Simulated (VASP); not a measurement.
Ag, 1 atom in the cell. Symmetry: Fm-3m, No. 225, cubic system. The conventional cell has a = 4.054 Å, b = 4.054 Å, c = 4.054 Å, α = 90.00°, β = 90.00°, γ = 90.00°. Within 3.8 Å of Ag (site symmetry m-3m) lie 12 Ag at 2.87 Å. 

| Quantity | Value |
| --- | --- |
| Program | VASP 6.6.1 |
| Task | single point |
| Functional | PBEsol |
| Potentials or basis | VASP PAW PBE potentials, release 64 (Ag) |
| Cutoff | 520 eV |
| k mesh | 16 × 16 × 16 |
| Occupations | fermi-dirac, width 0.1 eV |
| Spin | no spin polarisation |
| Dipole correction | no |
| Further INCAR settings | ALGO = Normal; EDIFF = 1e-06; NBANDS = 12 |

Potentials or basis: VASP PAW PBE potentials, release 64 (Ag).

Command:

```bash
$ cat potpaw_PBE.64/Ag/POTCAR > POTCAR
$ mpirun -np 1 vasp_std > vasp.out
```

Hardware: 1 thread of AMD EPYC 9R45 96-Core Processor (Zen 5) (shared host).

Problem. Estimate the wall time of this run.

Solution. It took 16 s on 1 thread of AMD EPYC 9R45 96-Core Processor (Zen 5), on a shared host, peak memory 0.12 GiB. Counts: scf iterations 11, k points 145.
